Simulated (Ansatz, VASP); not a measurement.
**BaS: VASP beside Ansatz**

The input INCAR:

```
  ALGO = Normal
  EDIFF = 1E-7
  ENCUT = 520
  GGA = PE
  ISIF = 2
  ISMEAR = -1
  LASPH = T
  LCHARG = F
  LREAL = F
  LWAVE = F
  NBANDS = 15
  NELM = 80
  PREC = Accurate
  SIGMA = 0.02
```

The input KPOINTS:

```
k-points
0
Gamma
  8 8 8
```

File POSCAR:

```
BaS
1.0
    0.0000000000      3.2117958739      3.0219787378
    3.2117958739      0.0000000000      3.0219787378
    3.2117958739      3.2117958739      0.0000000000
Ba S
1 1
Direct
    0.0000000000      0.0000000000      0.0000000000
    0.5000000000      0.5000000000      0.5000000000
```

Input for Ansatz:

```yaml
crystal:
  lattice:
    - [0.0, 3.2117958739, 3.0219787378]
    - [3.2117958739, 0.0, 3.0219787378]
    - [3.2117958739, 3.2117958739, 0.0]
  atoms:
    - { symbol: Ba, position: [0.0, 0.0, 0.0] }
    - { symbol: S, position: [0.5, 0.5, 0.5] }
kpoints:
  mp_grid: { grid: [8, 8, 8] }
  band_path:
    path:
      - [0.0, 0.0, 0.0]
      - [0.5, 0.0, 0.5]
      - [0.625, 0.25, 0.625]
      - [0.375, 0.375, 0.75]
      - [0.5, 0.5, 0.5]
      - [0.5, 0.25, 0.75]
    npoints: 1
hamiltonian:
  xc: pbe
scf:
  occupations: { method: fermi_dirac, width: 0.02 }
  n_extra_bands: 4
output:
  forces: true
  stress: true
  eigenvalues: true
```

Change from the starting cell: uniaxial_z strain -5.9%.

Alike in both runs: task single point; functional PBE; k mesh 8 × 8 × 8; occupations fermi-dirac, width 0.02 eV; no spin polarisation.

|  | VASP | Ansatz |
| --- | --- | --- |
| version | VASP 6.6.1 | Ansatz 0.2.0 |
| potentials or method | VASP PAW PBE potentials, release 64 (Ba_sv, S) | plane waves, PAW |
| plane-wave cutoff (eV) | 520 | 420 |
| valence electrons in the cell | 16 | 16 |

VASP gave:

| Property | Result |
| --- | --- |
| gap on the k mesh at the Fermi level (eV) | 1.80 |
| pressure (GPa) | 4.3 |
| traceless stress, the component that is largest in VASP (GPa) | 4.97 |

**Question.** What did Ansatz give for the same quantities?

**Answer.** gap on the k mesh at the Fermi level (eV): 1.93; pressure (GPa): 3.5; traceless stress, the component that is largest in VASP (GPa): 4.56.

With one functional, cell and mesh, what is left measures potentials, basis and numerics.

Neither program's run includes spin-orbit coupling.
